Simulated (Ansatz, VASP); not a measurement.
Two plane-wave programs on CoO

```
Co O
1.0
     0.00000    2.34364    2.34364
     2.34364    0.00000    2.34364
     4.68728    4.68728    0.00000
Co O
2 2
Direct
  0.00000 0.00000 0.00000
  0.00000 0.00000 0.50000
  0.25000 0.25000 0.12500
  0.25000 0.25000 0.62500
```

Alike in both runs: task single point; functional LDA; k mesh 7 × 7 × 7; occupations gaussian, width 0.05 eV; collinear spin; Hubbard terms Co d U = 2.0 eV, J = 0.9 eV.

|  | VASP | Ansatz |
| --- | --- | --- |
| version | VASP 6.6.1 | Ansatz 0.2.0 |
| potentials or method | VASP PAW LDA potentials, release 64 (Co, O), cutoff 520 eV | scalar-relativistic, plane waves, PAW |
| valence electrons in the cell | 30 | 46 |

VASP gave:

| Property | Result |
| --- | --- |
| gap on the k mesh at the Fermi level (eV) | 0.05 |
| least direct gap on the mesh (eV) | 0.19 |
| pressure (GPa) | -19.1 |
| net moment per atom (μB) | 1.50 |
| size of the moment on the site where the two differ most (μB) | 2.58 |

Task: Which values does Ansatz return?

Result: gap on the k mesh at the Fermi level (eV): 0.11; least direct gap on the mesh (eV): 0.11; pressure (GPa): -18.1; net moment per atom (μB): 1.50; size of the moment on the site where the two differ most (μB): 2.42.

LDA's correlation is that of Perdew and Zunger in VASP and of Perdew and Wang (1992) in Ansatz. Site moments also hang on the region over which each program counts them. The programs project onto different local orbitals, so the same U acts differently, and such runs can settle in different states. VASP's potentials hold 30 valence electrons a cell and Ansatz's 46, so a difference there can come from the potentials and not from the codes.
